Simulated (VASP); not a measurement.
# HgTe (I-4m2) in VASP: a series of runs

The runs below take HgTe through single point, with r2SCAN.

Program: VASP 6.6.1. These are calculated values, not measurements. Logs are shortened: lines on timing, memory, paths and dates and some standing lists are left out, and cuts for length are marked.

### Step 1. The cell of the first run

Symmetry: I-4m2, No. 119, tetragonal system. Conventional cell: a = 5.993 Å, b = 5.993 Å, c = 3.222 Å, α = 90.00°, β = 90.00°, γ = 90.00°. Within 4.1 Å of Hg (site symmetry -4m2) lie 8 Te at 3.10 to 3.85 Å and 2 Hg at 3.22 Å. Te (site symmetry -4m2) has 8 Hg at 3.10 to 3.85 Å and 2 Te at 3.22 Å within 4.1 Å.

### Step 2. Single point, r2SCAN

POSCAR reads:

```
HgTe
1.0
   -2.9964717795      2.9964717795      1.6109665182
    2.9964717795     -2.9964717795      1.6109665182
    2.9964717795      2.9964717795     -1.6109665182
Hg Te
1 1
Direct
    0.2500000000      0.7500000000      0.5000000000
    0.0000000000      0.0000000000      0.0000000000
```

INCAR.step1 reads:

```
ALGO     = Normal         # electronic algorithm
EDIFF    = 1E-4           # SCF threshold, eV
ENCUT    = 520            # plane-wave cutoff, eV
GGA      = PE             # functional
ISMEAR   = 0              # smearing method
LASPH    = True           # aspherical terms in the spheres
LCHARG   = False          # write CHGCAR
LREAL    = False          # projectors in reciprocal space
LWAVE    = True           # write WAVECAR
NBANDS   = 16             # bands
NELM     = 100            # most SCF steps
PREC     = Accurate       # precision mode
SIGMA    = 0.15           # smearing width, eV
```

INCAR.step2 reads:

```
ALGO     = Normal         # electronic algorithm
EDIFF    = 1E-6           # SCF threshold, eV
ENCUT    = 520            # plane-wave cutoff, eV
ISIF     = 2              # what is computed and relaxed
ISMEAR   = 0              # smearing method
ISTART   = 1            
LASPH    = True           # aspherical terms in the spheres
LCHARG   = True           # write CHGCAR
LELF     = True           # ELF
LMIXTAU  = True         
LREAL    = False          # projectors in reciprocal space
LVHAR    = True         
LWAVE    = False          # write WAVECAR
METAGGA  = R2SCAN         # meta-GGA
NBANDS   = 16             # bands
NELM     = 100            # most SCF steps
PREC     = Accurate       # precision mode
SIGMA    = 0.15           # smearing width, eV
```

KPOINTS reads:

```
k-points
0
Gamma
  18 18 18
```

Potentials or basis: VASP PAW PBE potentials, release 64 (Hg, Te).

The run is started by

```sh
$ cat potpaw_PBE.64/Hg/POTCAR potpaw_PBE.64/Te/POTCAR > POTCAR
$ cp INCAR.step1 INCAR
$ mpirun -np 1 vasp_std > vasp.out
$ cp INCAR.step2 INCAR
$ mpirun -np 1 vasp_std > vasp.out
```

OUTCAR:

```text
EDIFF = 1E-6
   ENCUT = 520
   ISIF = 2
   ISMEAR = 0
   ISTART = 1
   LASPH = True
   LREAL = False
   METAGGA = R2SCAN
   NELM = 100
   PREC = Accurate

 ion  position               nearest neighbor table
   1  0.250  0.750  0.500-   2 3.10   2 3.10   2 3.10   2 3.10
   2  0.000  0.000  0.000-   1 3.10   1 3.10   1 3.10   1 3.10

  LATTYP: Found a body centered tetragonal cell.
 ALAT       =     5.9929435590
 C/A-ratio  =     0.5376211214

  Lattice vectors:

 A1 = (  -2.9964717795,   2.9964717795,   1.6109665182)
 A2 = (   2.9964717795,  -2.9964717795,   1.6109665182)
 A3 = (   2.9964717795,   2.9964717795,  -1.6109665182)

Analysis of symmetry for initial positions (statically):
=====================================================================
 Subroutine PRICEL returns:
 Original cell was already a primitive cell.

 Routine SETGRP: Setting up the symmetry group for a
 body centered tetragonal supercell.

 Subroutine GETGRP returns: Found  8 space group operations
 (whereof  8 operations were pure point group operations)
 out of a pool of 16 trial point group operations.

The static configuration has the point symmetry D_2d.

Analysis of symmetry for dynamics (positions and initial velocities):
=====================================================================
 Subroutine PRICEL returns:
 Original cell was already a primitive cell.

 Routine SETGRP: Setting up the symmetry group for a
 body centered tetragonal supercell.

 Subroutine GETGRP returns: Found  8 space group operations
 (whereof  8 operations were pure point group operations)
 out of a pool of 16 trial point group operations.

The dynamic configuration has the point symmetry D_2d.

 Subroutine INISYM returns: Found  8 space group operations
 (whereof  8 operations are pure point group operations),
 and found     1 'primitive' translations

----------------------------------------------------------------------------------------

                                     Primitive cell

  volume of cell :      57.8585

  direct lattice vectors                    reciprocal lattice vectors
    -2.996471780  2.996471780  1.610966518     0.000000000  0.166862910  0.310372683
     2.996471780 -2.996471780  1.610966518     0.166862910  0.000000000  0.310372683
[... 75 lines left out ...]
 SYSTEM =  unknown system
   PREC   = accura    normal or accurate (medium, high low for compatibility)
   ISTART =      1    job   : 0-new  1-cont  2-samecut
   ICHARG =      0    charge: 1-file 2-atom 10-const
   ISPIN  =      1    spin polarized calculation?
   LNONCOLLINEAR =      F non collinear calculations
   LSORBIT =      F    spin-orbit coupling
   LASPH  =      T    aspherical Exc in radial PAW
   ENCUT  =  520.0 eV  38.22 Ry    6.18 a.u.   8.43  8.43  8.43*2*pi/ulx,y,z
   NELM   =    100;   NELMIN=  2; NELMDL=  0     # of ELM steps
   EDIFF  = 0.1E-05   stopping-criterion for ELM
   LREAL  =      F    real-space projection
   EDIFFG = 0.1E-04   stopping-criterion for IOM
   NSW    =      0    number of steps for IOM
   IBRION =     -1    ionic relax: 0-MD 1-quasi-New 2-CG
   NFREE  =      0    steps in history (QN), initial steepest desc. (CG)
   ISIF   =      2    stress and relaxation
   ISYM   =      2    0-nonsym 1-usesym 2-fastsym
   POTIM  = 0.5000    time-step for ionic-motion
   TEBEG  =    0.0;   TEEND  =   0.0 temperature during run
   PSTRESS=    0.0 pullay stress
   NELECT =      18.0000    total number of electrons
   NUPDOWN=      -1.0000    fix difference up-down
   EMIN   =  10.00;   EMAX   =-10.00  energy-range for DOS
   EFERMI =   0.00;   METHOD = LEGACY
   ISMEAR =     0;   SIGMA  =   0.15  broadening in eV -4-tet -1-fermi 0-gaus
   EFERMI_NEDOS =   21; number of points for ismear=-14 and -15
   IALGO  =     38    algorithm
   IMIX   =      4    mixing-type and parameters
     AMIX     =   0.40;   BMIX     =  1.00
     AMIX_MAG =   1.60;   BMIX_MAG =  1.00
  volume/ion in A,a.u.               =      28.93       195.22
  Fermi-wavevector in a.u.,A,eV,Ry     =   1.109286  2.096246 16.742166  1.230515
  Thomas-Fermi vector in A             =   2.245823
   LORBIT       =      0    0 simple, 1 ext, 2 COOP (PROOUT), +10 PAW based schemes
   METAGGA = R2SCAN    functional components
   LHFCALC =     F    Hartree Fock is set to
   AEXX    =    0.0000 exact exchange contribution
   IVDW    =     0    specifies the selected vdW correction
   LEPSILON=     F    determine dielectric tensor
   LRPA    =     F    only Hartree local field effects (RPA)
 non-spin polarized calculation
 Gauss-broadening in eV      SIGMA  =   0.15
  energy-cutoff  :      520.00
  volume of cell :       57.86
 maximum number of plane-waves:      1582
 NGX is ok and might be reduce to    36
   NGX = 17   NGY = 17   NGZ = 17

 number of electron      17.9999998 magnetization

 Free energy of the ion-electron system (eV)
  ---------------------------------------------------
  ext. energy  EPLUGINS =         0.00000000
  ---------------------------------------------------
  free energy    TOTEN  =       -74.74876314 eV

  energy without entropy =      -74.73698126  energy(sigma->0) =      -74.74287220

 E-fermi :   4.4375     XC(G=0): -10.3516

 val. band max:        4.4343853128   @ k =   0.5000   0.3333   0.0556
 cond. band min:       4.4403462295   @ k =   0.2222   0.0556   0.0000
 fundamental gap:      0.0059609167
 Fermi energy:         4.4374657294

 k-point     1 :       0.0000    0.0000    0.0000
  band No.  band energies     occupation
      1      -8.5683      2.00000
      2      -3.2777      2.00000
      3      -2.7452      2.00000
      4      -2.6837      2.00000
      5      -2.3400      2.00000
      6      -2.3400      2.00000
[... 433 lines left out ...]
      3      -2.7656      2.00000
      4      -2.7063      2.00000
      5      -2.4938      2.00000
      6      -2.4730      2.00000
[... 8 lines left out ...]
     15      14.3398      0.00000
     16      14.5404      0.00000

 [... further k-points ...]
[... 5 lines left out ...]
  --------------------------------------------------------------------------------------
  -------------------------------------------------------------------------------------
  Total       -0.4741953     -0.4741953     -0.5028965      0.0000000      0.0000000      0.0000000
  in kB      -13.1310960    -13.1310960    -13.9258687      0.0000000      0.0000000      0.0000000
  external PRESSURE =     -13.3960202 kB  Pullay stress =       0.0000000 kB

 VOLUME and BASIS-vectors are now :
 -----------------------------------------------------------------------------
  energy-cutoff  :      520.00
  volume of cell :       57.86
      direct lattice vectors                 reciprocal lattice vectors
    -2.996471780  2.996471780  1.610966518     0.000000000  0.166862910  0.310372683
     2.996471780 -2.996471780  1.610966518     0.166862910  0.000000000  0.310372683
     2.996471780  2.996471780 -1.610966518     0.166862910  0.166862910  0.000000000

 POSITION                                       TOTAL-FORCE (eV/Angst)
 -----------------------------------------------------------------------------------
      2.99647      0.00000      0.80548         0.000000     -0.000000     -0.000000
      0.00000      0.00000      0.00000        -0.000000      0.000000      0.000000
 -----------------------------------------------------------------------------------
    total drift:                                0.000000     -0.000000      0.000000

  FREE ENERGIE OF THE ION-ELECTRON SYSTEM (eV)
  ---------------------------------------------------
  free  energy   TOTEN  =       -74.7487631359 eV

  energy  without entropy=      -74.7369812623  energy(sigma->0) =      -74.74287220
```

OSZICAR.step1:

```text
N       E                     dE             d eps       ncg     rms          rms(c)
DAV:   1     0.987186728388E+02    0.98719E+02   -0.78593E+03 15368   0.972E+02
DAV:   2    -0.431673019950E+00   -0.99150E+02   -0.91967E+02 18216   0.228E+02
DAV:   3    -0.341096844387E+01   -0.29793E+01   -0.29713E+01 18816   0.395E+01
DAV:   4    -0.342433841290E+01   -0.13370E-01   -0.13369E-01 19240   0.286E+00
DAV:   5    -0.342450051933E+01   -0.16211E-03   -0.16211E-03 19592   0.319E-01    0.704E+00
DAV:   6    -0.328312547728E+01    0.14138E+00   -0.29638E-01 17792   0.663E+00    0.489E+00
DAV:   7    -0.328103565616E+01    0.20898E-02   -0.36354E-02 18184   0.136E+00    0.177E+00
DAV:   8    -0.328058974859E+01    0.44591E-03   -0.31776E-03 17664   0.586E-01    0.222E-01
DAV:   9    -0.328062584491E+01   -0.36096E-04   -0.28823E-04 19240   0.159E-01
   1 F= -.32806258E+01 E0= -.32743033E+01  d E =-.126451E-01
```

It took 11 min on 1 thread of Intel Xeon 6975P-C (Granite Rapids), shared host; peak memory 0.58 GiB.

What came out:

```yaml
Free_energy: -74.7488 eV
Pressure: -1.3 GPa
Band_gap_on_the_k_mesh: zero (bands 9 and 10 overlap by 4.21 eV)
```

Levels at points of the mesh, in eV from the Fermi level:
| k point | band 6 | band 7 | band 8 | band 9 | band 10 | band 11 | band 12 | band 13 |
| --- | --- | --- | --- | --- | --- | --- | --- | --- |
| (0.00, 0.00, 0.00) | -6.78 | -3.23 | -2.55 | -2.55 | 2.87 | 5.02 | 7.62 | 7.62 |
| (0.50, 0.00, 0.00) | -6.71 | -4.82 | -2.34 | -1.51 | -0.22 | 3.47 | 3.96 | 6.15 |
| (0.50, 0.50, 0.00) | -6.70 | -6.45 | -0.93 | 1.84 | 2.35 | 2.46 | 3.67 | 8.60 |
| (0.50, 0.50, 0.50) | -6.51 | -4.56 | -4.56 | -4.47 | 2.48 | 6.81 | 8.95 | 8.95 |

Caveat: the PAW data sets were made with another functional, which shifts forces and pressure a little; spin-orbit coupling is left out, which moves the levels of the heavy elements.

### Step 3. Single point, r2SCAN

POSCAR reads:

```
HgTe
1.0
   -2.9503648810      2.9503648810      1.6617107840
    2.9503648810     -2.9503648810      1.6617107840
    2.9503648810      2.9503648810     -1.6617107840
Hg Te
1 1
Direct
    0.2500000000      0.7500000000      0.5000000000
    0.0000000000      0.0000000000      0.0000000000
```

INCAR.step1 reads:

```
SYSTEM = HgTe
PREC = Accurate
ENCUT = 520
ISMEAR = 0
SIGMA = 0.15
LREAL = .FALSE.
LASPH = .TRUE.
NELM = 60
NBANDS = 16
GGA = PE
ALGO = Normal
EDIFF = 1E-4
LWAVE = .TRUE.
LCHARG = .FALSE.
```

INCAR.step2 reads:

```
SYSTEM = HgTe
PREC = Accurate
ENCUT = 520
EDIFF = 1E-6
ISMEAR = 0
SIGMA = 0.15
LREAL = .FALSE.
LASPH = .TRUE.
NELM = 60
ALGO = Normal
ISIF = 2
LWAVE = .FALSE.
LCHARG = .FALSE.
METAGGA = R2SCAN
LMIXTAU = .TRUE.
NBANDS = 16
ISTART = 1
```

KPOINTS reads:

```
Automatic mesh
0
G
  18 18 18
  0 0 0
```

Potentials or basis: VASP PAW PBE potentials, release 64 (Hg, Te).

The run is started by

```sh
$ cat potpaw_PBE.64/Hg/POTCAR potpaw_PBE.64/Te/POTCAR > POTCAR
$ cp INCAR.step1 INCAR
$ mpirun -np 1 vasp_std > vasp.out
$ cp INCAR.step2 INCAR
$ mpirun -np 1 vasp_std > vasp.out
```

Run time: 11 min. Hardware: 1 thread of Intel Xeon 6975P-C (Granite Rapids), shared host; peak memory 0.59 GiB.

The run converged. Its results:

| Item | Value |
| --- | --- |
| Free energy | -74.7479 eV |
| Pressure | -1.3 GPa |
| Band gap on the k mesh | zero (bands 9 and 10 overlap by 4.06 eV) |

Stress tensor (GPa, compression positive):
```
-1.16  0.00  0.00
 0.00 -1.16  0.00
 0.00  0.00 -1.51
```

Levels at points of the mesh, in eV from the Fermi level:
```
           k point  band 5  band 6  band 7  band 8  band 9  band 10  band 11  band 12  band 13  band 14
(0.00, 0.00, 0.00)   -6.88   -6.88   -2.93   -2.37   -2.37     2.37     5.21     7.96     7.96     8.60
(0.50, 0.00, 0.00)   -6.95   -6.78   -4.75   -2.37   -1.63    -0.28     3.65     3.94     6.22     8.97
(0.50, 0.50, 0.00)   -6.82   -6.78   -6.44   -0.71    1.79     2.23     2.72     3.92     8.20     9.32
(0.50, 0.50, 0.50)   -6.82   -6.46   -4.51   -4.51   -4.37     1.94     6.14     9.40     9.40    12.76
```

Caveat: the PAW data sets were made with another functional, which shifts forces and pressure a little; spin-orbit coupling is left out, which moves the levels of the heavy elements.
